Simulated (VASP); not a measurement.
# Hg (Pm-3m) in VASP: a series of runs

Hg is run at these levels: PBE; tasks: single point.

Everything below comes from runs of VASP 6.6.1. Logs are shortened: lines on timing, memory, paths and dates and some standing lists are left out, and cuts for length are marked.

**1. The cell of the first run**

Symmetry: Pm-3m, No. 221, cubic system. Conventional cell: a = 2.971 Å, b = 2.971 Å, c = 2.971 Å, α = 90.00°, β = 90.00°, γ = 90.00°. Within 3.9 Å of Hg (site symmetry m-3m) lie 6 Hg at 2.97 Å.

**2. Single point, PBE (volume scaled by 0.88)**

Contents of INCAR:

```
ALGO     = Normal         # electronic algorithm
EDIFF    = 1E-6           # SCF threshold, eV
ENCUT    = 500            # plane-wave cutoff, eV
GGA      = PE             # functional
GGA_COMPAT= F            
ISIF     = 2              # what is computed and relaxed
ISMEAR   = -1             # smearing method
LASPH    = T              # aspherical terms in the spheres
LCHARG   = T              # write CHGCAR
LELF     = T              # ELF
LREAL    = F              # projectors in reciprocal space
LVHAR    = T            
LWAVE    = F              # write WAVECAR
NBANDS   = 12             # bands
NELM     = 120            # most SCF steps
PREC     = Accurate       # precision mode
SIGMA    = 0.08           # smearing width, eV
```

Contents of KPOINTS:

```
k-points
0
Gamma
  12 12 12
```

Contents of POSCAR:

```
Hg
1.0
    2.9712652900      0.0000000000      0.0000000000
    0.0000000000      2.9712652900      0.0000000000
    0.0000000000      0.0000000000      2.9712652900
Hg
1
Direct
    0.0000000000      0.0000000000      0.0000000000
```

Potentials or basis: VASP PAW PBE potentials, release 64 (Hg).

Launch:

```console
cat potpaw_PBE.64/Hg/POTCAR > POTCAR
mpirun -np 1 vasp_std > vasp.out
```

OUTCAR:

```text
EDIFF = 1E-6
   ENCUT = 500
   GGA = PE
   ISIF = 2
   ISMEAR = -1
   LASPH = T
   LREAL = F
   NELM = 120
   PREC = Accurate

 ion  position               nearest neighbor table
   1  0.000  0.000  0.000-

  LATTYP: Found a simple cubic cell.
 ALAT       =     2.9712652900

  Lattice vectors:

 A1 = (   2.9712652900,   0.0000000000,   0.0000000000)
 A2 = (   0.0000000000,   2.9712652900,   0.0000000000)
 A3 = (   0.0000000000,   0.0000000000,   2.9712652900)

Analysis of symmetry for initial positions (statically):
=====================================================================
 Subroutine PRICEL returns:
 Original cell was already a primitive cell.

 Routine SETGRP: Setting up the symmetry group for a
 simple cubic supercell.

 Subroutine GETGRP returns: Found 48 space group operations
 (whereof 48 operations were pure point group operations)
 out of a pool of 48 trial point group operations.

The static configuration has the point symmetry O_h .

Analysis of symmetry for dynamics (positions and initial velocities):
=====================================================================
 Subroutine PRICEL returns:
 Original cell was already a primitive cell.

 Routine SETGRP: Setting up the symmetry group for a
 simple cubic supercell.

 Subroutine GETGRP returns: Found 48 space group operations
 (whereof 48 operations were pure point group operations)
 out of a pool of 48 trial point group operations.

The dynamic configuration has the point symmetry O_h .

 Subroutine INISYM returns: Found 48 space group operations
 (whereof 48 operations are pure point group operations),
 and found     1 'primitive' translations

----------------------------------------------------------------------------------------

                                     Primitive cell

  volume of cell :      26.2316

  direct lattice vectors                    reciprocal lattice vectors
     2.971265290  0.000000000  0.000000000     0.336556956  0.000000000  0.000000000
     0.000000000  2.971265290  0.000000000     0.000000000  0.336556956  0.000000000
     0.000000000  0.000000000  2.971265290     0.000000000  0.000000000  0.336556956

  length of vectors
     2.971265290  2.971265290  2.971265290     0.336556956  0.336556956  0.336556956

  position of ions in fractional coordinates (direct lattice)
     0.000000000  0.000000000  0.000000000

  ion indices of the primitive-cell ions
   primitive index   ion index
                 1           1

----------------------------------------------------------------------------------------

 KPOINTS: k-points

Automatic generation of k-mesh.
 Grid dimensions read from file:
 generate k-points for:   12   12   12

 Generating k-lattice:

  Cartesian coordinates                     Fractional coordinates (reciprocal lattice)
     0.028046413  0.000000000  0.000000000     0.083333333  0.000000000  0.000000000
     0.000000000  0.028046413  0.000000000     0.000000000  0.083333333  0.000000000
     0.000000000  0.000000000  0.028046413     0.000000000  0.000000000  0.083333333

  Length of vectors
     0.028046413  0.028046413  0.028046413

  Shift w.r.t. Gamma in fractional coordinates (k-lattice)
     0.000000000  0.000000000  0.000000000

 Subroutine IBZKPT returns following result:
 ===========================================

 Found     84 irreducible k-points:

 Following reciprocal coordinates:
            Coordinates               Weight
  0.000000  0.000000  0.000000      1.000000
  0.083333  0.000000  0.000000      6.000000
  0.166667  0.000000  0.000000      6.000000
  0.250000  0.000000  0.000000      6.000000
  0.333333  0.000000  0.000000      6.000000
  0.416667  0.000000  0.000000      6.000000
[... 16 lines left out ...]
  0.333333  0.333333  0.000000     12.000000
  0.416667  0.333333  0.000000     24.000000
 [... further k-points ...]
   k-points           NKPTS =     84   k-points in BZ     NKDIM =     84   number of bands    NBANDS=     12
   number of dos      NEDOS =    301   number of ions     NIONS =      1
   total plane-waves  NPLWV =  13824
   dimension x,y,z NGX =    24 NGY =   24 NGZ =   24
   dimension x,y,z NGXF=    48 NGYF=   48 NGZF=   48
   ions per type =               1
   NGX,Y,Z   is equivalent  to a cutoff of  13.43, 13.43, 13.43 a.u.
   NGXF,Y,Z  is equivalent  to a cutoff of  26.86, 26.86, 26.86 a.u.
 SYSTEM =  unknown system
   PREC   = accura    normal or accurate (medium, high low for compatibility)
   ISTART =      0    job   : 0-new  1-cont  2-samecut
   ICHARG =      2    charge: 1-file 2-atom 10-const
   ISPIN  =      1    spin polarized calculation?
   LNONCOLLINEAR =      F non collinear calculations
   LSORBIT =      F    spin-orbit coupling
   LASPH  =      T    aspherical Exc in radial PAW
   ENCUT  =  500.0 eV  36.75 Ry    6.06 a.u.   5.42  5.42  5.42*2*pi/ulx,y,z
   NELM   =    120;   NELMIN=  2; NELMDL= -5     # of ELM steps
   EDIFF  = 0.1E-05   stopping-criterion for ELM
   LREAL  =      F    real-space projection
   EDIFFG = 0.1E-04   stopping-criterion for IOM
   NSW    =      0    number of steps for IOM
   IBRION =     -1    ionic relax: 0-MD 1-quasi-New 2-CG
   NFREE  =      0    steps in history (QN), initial steepest desc. (CG)
   ISIF   =      2    stress and relaxation
   ISYM   =      2    0-nonsym 1-usesym 2-fastsym
   POTIM  = 0.5000    time-step for ionic-motion
   TEBEG  =    0.0;   TEEND  =   0.0 temperature during run
   PSTRESS=    0.0 pullay stress
   NELECT =      12.0000    total number of electrons
   NUPDOWN=      -1.0000    fix difference up-down
   EMIN   =  10.00;   EMAX   =-10.00  energy-range for DOS
   EFERMI =   0.00;   METHOD = LEGACY
   ISMEAR =    -1;   SIGMA  =   0.08  broadening in eV -4-tet -1-fermi 0-gaus
   EFERMI_NEDOS =   21; number of points for ismear=-14 and -15
   IALGO  =     38    algorithm
   IMIX   =      4    mixing-type and parameters
     AMIX     =   0.40;   BMIX     =  1.00
     AMIX_MAG =   1.60;   BMIX_MAG =  1.00
  volume/ion in A,a.u.               =      26.23       177.02
  Fermi-wavevector in a.u.,A,eV,Ry     =   1.261422  2.383742 21.649401  1.591186
  Thomas-Fermi vector in A             =   2.394882
   LORBIT       =      0    0 simple, 1 ext, 2 COOP (PROOUT), +10 PAW based schemes
   GGA     = PE    functional components
   LHFCALC =     F    Hartree Fock is set to
   AEXX    =    0.0000 exact exchange contribution
   IVDW    =     0    specifies the selected vdW correction
   LEPSILON=     F    determine dielectric tensor
   LRPA    =     F    only Hartree local field effects (RPA)
 non-spin polarized calculation
  energy-cutoff  :      500.00
  volume of cell :       26.23
 maximum number of plane-waves:       691
 NGX is ok and might be reduce to    24
   NGX = 11   NGY = 11   NGZ = 11

 number of electron      11.9999996 magnetization

 Free energy of the ion-electron system (eV)
  ---------------------------------------------------
  ext. energy  EPLUGINS =         0.00000000
  ---------------------------------------------------
  free energy    TOTEN  =        -0.12843209 eV

  energy without entropy =       -0.12203414  energy(sigma->0) =       -0.12523312

 E-fermi :   2.1114     XC(G=0): -10.1920

 val. band max:        2.0608323552   @ k =   0.5000   0.4167   0.1667
 cond. band min:       2.1472622729   @ k =   0.4167   0.0833   0.0833
 fundamental gap:      0.0864299177
 Fermi energy:         2.1114020090

 k-point     1 :       0.0000    0.0000    0.0000
  band No.  band energies     occupation
      1      -6.4555      2.00000
      2      -6.0525      2.00000
      3      -6.0525      2.00000
      4      -3.8413      2.00000
      5      -3.8413      2.00000
      6      -3.8413      2.00000
      7      12.2962      0.00000
      8      12.2962      0.00000
      9      12.2962      0.00000
     10      15.8500      0.00000
     11      17.7000      0.00000
     12      17.7000      0.00000

 k-point     2 :       0.0833    0.0000    0.0000
  band No.  band energies     occupation
      1      -6.3343      2.00000
      2      -6.0401      2.00000
      3      -5.9567      2.00000
      4      -3.8917      2.00000
      5      -3.8917      2.00000
      6      -3.8371      2.00000
      7      10.9254      0.00000
      8      12.4855      0.00000
      9      12.4855      0.00000
     10      16.3760      0.00000
     11      17.6338      0.00000
     12      18.7540      0.00000

 k-point     3 :       0.1667    0.0000    0.0000
  band No.  band energies     occupation
      1      -6.1303      2.00000
      2      -6.0059      2.00000
      3      -5.5227      2.00000
      4      -4.0262      2.00000
      5      -4.0262      2.00000
      6      -3.8256      2.00000
      7       8.5994      0.00000
      8      13.0289      0.00000
      9      13.0289      0.00000
     10      16.6963      0.00000
     11      17.4454      0.00000
     12      21.3733      0.00000
[... 286 lines left out ...]
 k-point    23 :       0.3333    0.3333    0.0000
  band No.  band energies     occupation
      1      -5.6911      2.00000
      2      -5.3210      2.00000
      3      -4.3119      2.00000
      4      -4.2836      2.00000
      5      -4.2113      2.00000
      6      -1.6720      2.00000
      7       5.4584      0.00000
      8       6.6787      0.00000
      9      13.2030      0.00000
     10      17.6548      0.00000
     11      18.3331      0.00000
     12      21.2576      0.00000

 k-point    24 :       0.4167    0.3333    0.0000
  band No.  band energies     occupation
      1      -5.6430      2.00000
      2      -5.4851      2.00000
      3      -4.4133      2.00000
      4      -4.2785      2.00000
      5      -3.9396      2.00000
      6      -0.4178      2.00000
      7       3.7923      0.00000
      8       7.1105      0.00000
      9      11.7570      0.00000
     10      18.6889      0.00000
     11      18.8189      0.00000
     12      20.7653      0.00000

 [... further k-points ...]

------------------------ aborting loop because EDIFF is reached ----------------------------------------

  FORCE on cell =-STRESS in cart. coord.  units (eV):
  Direction    XX          YY          ZZ          XY          YZ          ZX
  --------------------------------------------------------------------------------------
  -------------------------------------------------------------------------------------
  Total        0.6035610      0.6035610      0.6035610      0.0000000      0.0000000     -0.0000000
  in kB       36.8644259     36.8644259     36.8644259      0.0000000      0.0000000     -0.0000000
  external PRESSURE =      36.8644259 kB  Pullay stress =       0.0000000 kB

 VOLUME and BASIS-vectors are now :
 -----------------------------------------------------------------------------
  energy-cutoff  :      500.00
  volume of cell :       26.23
      direct lattice vectors                 reciprocal lattice vectors
     2.971265290  0.000000000  0.000000000     0.336556956  0.000000000  0.000000000
     0.000000000  2.971265290  0.000000000     0.000000000  0.336556956  0.000000000
     0.000000000  0.000000000  2.971265290     0.000000000  0.000000000  0.336556956

 POSITION                                       TOTAL-FORCE (eV/Angst)
 -----------------------------------------------------------------------------------
      0.00000      0.00000      0.00000         0.000000      0.000000      0.000000
 -----------------------------------------------------------------------------------
    total drift:                                0.000000      0.000000      0.000000

  FREE ENERGIE OF THE ION-ELECTRON SYSTEM (eV)
  ---------------------------------------------------
  free  energy   TOTEN  =        -0.1284320919 eV

  energy  without entropy=       -0.1220341437  energy(sigma->0) =       -0.12523312
```

Wall time 18 s (1 thread of Intel Xeon 8259CL, shared host); peak memory 0.15 GiB.

Results:

- Free energy: -0.1284 eV
- Pressure: 3.7 GPa
- Band gap on the k mesh: zero (band 6 reaches 6.94 eV, above the bottom of band 7 at 0.27 eV)

Caveat: the cell differs from its parent crystal (volume scaled by 0.88); spin-orbit coupling is left out, which moves the levels of the heavy elements.

**3. Single point, PBE**

This run uses another cell than the first one, of 29.81 Å³/atom, 1.136 times its volume.

Contents of INCAR:

```
SYSTEM = Hg
ALGO     = Normal         ! electronic algorithm
EDIFF    = 1E-6           ! SCF threshold, eV
ENCUT    = 500            ! plane-wave cutoff, eV
GGA      = PE             ! functional
GGA_COMPAT= .FALSE.      
ISIF     = 2              ! what is computed and relaxed
ISMEAR   = -1             ! smearing method
LASPH    = .TRUE.         ! aspherical terms in the spheres
LCHARG   = .FALSE.        ! write CHGCAR
LREAL    = .FALSE.        ! projectors in reciprocal space
LWAVE    = .FALSE.        ! write WAVECAR
NBANDS   = 12             ! bands
NELM     = 120            ! most SCF steps
PREC     = Accurate       ! precision mode
SIGMA    = 0.08           ! smearing width, eV
```

Contents of KPOINTS:

```
k-points
0
G
  12 12 12
  0 0 0
```

Contents of POSCAR:

```
Hg
1.0
    3.1006104439      0.0000000000      0.0000000000
    0.0000000000      3.1006104439      0.0000000000
    0.0000000000      0.0000000000      3.1006104439
Hg
1
Direct
    0.0000000000      0.0000000000      0.0000000000
```

Potentials or basis: VASP PAW PBE potentials, release 64 (Hg).

Launch:

```console
cat potpaw_PBE.64/Hg/POTCAR > POTCAR
mpirun -np 1 vasp_std > vasp.out
```

Run time: 19 s. Hardware: 1 thread of Intel Xeon 8259CL, shared host; peak memory 0.15 GiB.

It converged, with:

```
Free energy            : -0.1652 eV
Pressure               : 0.1 GPa
Band gap on the k mesh : zero (band 6 reaches 4.94 eV, above the bottom of band 7 at -0.03 eV)
```

Levels at points of the mesh, in eV from the Fermi level:
```
           k point  band 2  band 3  band 4  band 5  band 6  band 7  band 8  band 9  band 10  band 11
(0.00, 0.00, 0.00)   -7.63   -7.63   -5.91   -5.91   -5.91    9.48    9.48    9.48    12.60    14.41
(0.50, 0.00, 0.00)   -7.27   -6.44   -6.44   -5.86   -2.96   -1.34   12.89   12.89    14.01    14.52
(0.50, 0.50, 0.00)   -7.23   -6.36   -6.36   -5.41    0.15    1.56    1.56    7.03    16.98    16.98
(0.50, 0.50, 0.50)   -7.18   -7.18   -5.37   -5.37    3.63    4.49    4.49    4.49     8.68    10.60
```

Caveat: spin-orbit coupling is left out, which moves the levels of the heavy elements.

**4. Single point, PBE**

This run uses another cell than the first one, of 29.81 Å³/atom, 1.136 times its volume.

Contents of INCAR:

```
PREC = Accurate ; ENCUT = 500
EDIFF = 1E-6 ; ISMEAR = -1
SIGMA = 0.08 ; LREAL = False
LASPH = True ; NELM = 120
ALGO = Normal ; ISIF = 2
LWAVE = False ; LCHARG = False
GGA = PE ; NBANDS = 12
GGA_COMPAT = False
```

Contents of KPOINTS:

```
Automatic mesh
0
Gamma
  12 12 12
```

POSCAR is that of step 3.

Launch:

```console
cat potpaw_PBE.64/Hg/POTCAR > POTCAR
mpirun -np 1 vasp_std > vasp.out
```

It took 19 s on 1 thread of Intel Xeon 8259CL, shared host; peak memory 0.15 GiB.

It converged, with:

```
Free energy            : -0.1652 eV
Pressure               : 0.1 GPa
Band gap on the k mesh : zero (band 6 reaches 4.94 eV, above the bottom of band 7 at -0.03 eV)
```

Levels at points of the mesh, in eV from the Fermi level:
```tsv
k point	band 2	band 3	band 4	band 5	band 6	band 7	band 8	band 9	band 10	band 11
(0.00, 0.00, 0.00)	-7.63	-7.63	-5.91	-5.91	-5.91	9.48	9.48	9.48	12.60	14.41
(0.50, 0.00, 0.00)	-7.27	-6.44	-6.44	-5.86	-2.96	-1.34	12.89	12.89	14.01	14.52
(0.50, 0.50, 0.00)	-7.23	-6.36	-6.36	-5.41	0.15	1.56	1.56	7.03	16.98	16.98
(0.50, 0.50, 0.50)	-7.18	-7.18	-5.37	-5.37	3.63	4.49	4.49	4.49	8.68	10.60
```

Caveat: spin-orbit coupling is left out, which moves the levels of the heavy elements.
